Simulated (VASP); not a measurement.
The system is Cu.

```xyz
1
Lattice="0.0000 1.7831 1.7831 1.7831 0.0000 1.7831 1.7831 1.7831 0.0000" Properties=species:S:1:pos:R:3 pbc="T T T"
Cu    0.0000    0.0000    0.0000
```

Base run:

- Program: VASP 6.6.1
- Functional: revPBE
- Dispersion: D4
- Potentials or basis: VASP PAW PBE potentials, release 64 (Cu)
- Cutoff: 600 eV
- k mesh: 13 × 13 × 13
- Occupations: fermi-dirac, width 0.05 eV
- Spin: no spin polarisation

Its results: pressure -1.0 GPa.

Task: The run is repeated on the same cell with these changes: functional from revPBE to BLYP. What comes out?

Result: Pressure 2.0 GPa.

Caveats: the PAW data sets were made with another functional, which shifts forces and pressure a little; pairwise dispersion overbinds metals, which lowers pressure and volume.
